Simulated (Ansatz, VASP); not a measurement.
**CuO2: VASP beside Ansatz**

INCAR

```
PREC = Accurate
ENCUT = 520
EDIFF = 1E-6
ISMEAR = 0
SIGMA = 0.1
LREAL = False
LASPH = True
NELM = 150
ALGO = Normal
ISIF = 2
LWAVE = False
LCHARG = False
ISPIN = 2
MAGMOM = 0 0 0.38 0.38 0 0
LORBIT = 11
LMAXMIX = 4
GGA = PS
NBANDS = 36
```

KPOINTS

```
regular mesh
0
Gamma
  8 8 4
```

Contents of POSCAR:

```
CuO2
1.0
    1.4126150000     -5.2107470000      0.0000000000
    1.4126150000      5.2107470000      0.0000000000
    0.0000000000      0.0000000000      4.3434240000
Cu O
2 4
Direct
    0.8327470000      0.1672530000      0.2500000000
    0.1672530000      0.8327470000      0.7500000000
    0.4485140000      0.5514860000      0.2500000000
    0.5514860000      0.4485140000      0.7500000000
    0.2110300000      0.7889700000      0.2500000000
    0.7889700000      0.2110300000      0.7500000000
```

Input for Ansatz:

```yaml
crystal:
  lattice:
    - [1.412615, -5.210747, 0.0]
    - [1.412615, 5.210747, 0.0]
    - [0.0, 0.0, 4.343424]
  atoms:
    - { symbol: Cu, position: [0.832747, 0.167253, 0.25] }
    - { symbol: Cu, position: [0.167253, 0.832747, 0.75] }
    - { symbol: O, position: [0.448514, 0.551486, 0.25], spin: 0.38 }
    - { symbol: O, position: [0.551486, 0.448514, 0.75], spin: 0.38 }
    - { symbol: O, position: [0.21103, 0.78897, 0.25] }
    - { symbol: O, position: [0.78897, 0.21103, 0.75] }
basis:
  ecutwfc: 420
kpoints:
  mp_grid: { grid: [8, 8, 4] }
hamiltonian:
  xc: pbesol
scf:
  occupations: { method: gaussian, width: 0.1 }
output:
  forces: true
  stress: true
  eigenvalues: true
  populations: true
magnetization:
  spin_polarized: true
```

Alike in both runs: task single point; functional PBEsol; k mesh 8 × 8 × 4; occupations gaussian, width 0.1 eV; collinear spin.

|  | VASP | Ansatz |
| --- | --- | --- |
| version | VASP 6.6.1 | Ansatz 0.2.0 |
| potentials or method | VASP PAW PBE potentials, release 64 (Cu, O), cutoff 520 eV | scalar-relativistic, plane waves, PAW |
| valence electrons in the cell | 46 | 62 |

|  | VASP | Ansatz | Ansatz less VASP |
| --- | --- | --- | --- |
| gap on the k mesh at the Fermi level (eV) | none | none | - |
| pressure (GPa) | -7.8 | -8.3 | -0.51 |
| traceless stress, the component that is largest in VASP (GPa) | -0.80 | -2.17 | -1.368 |
| rms of the force components (eV/Å) | 0.160 | 0.233 | +0.0726 |
| net moment per atom (μB) | 0.00 | 0.12 | +0.119 |
| size of the moment on the site where the two differ most (μB) | 0.00 | 0.34 | +0.337 |

The net moments are unlike, so the other rows may belong to different states. VASP's potentials were made for PBE, not for PBEsol. Site moments also hang on the region over which each program counts them. Atom by atom the forces differ by 0.082 eV/Å (rms over components). A gap of «none» marks a metal or a gap that the smearing closes. VASP's potentials hold 46 valence electrons a cell and Ansatz's 62, so a difference there can come from the potentials and not from the codes. Ansatz's warnings: stability check not made.

The k mesh is coarse, so the values compare programs but aren't converged.
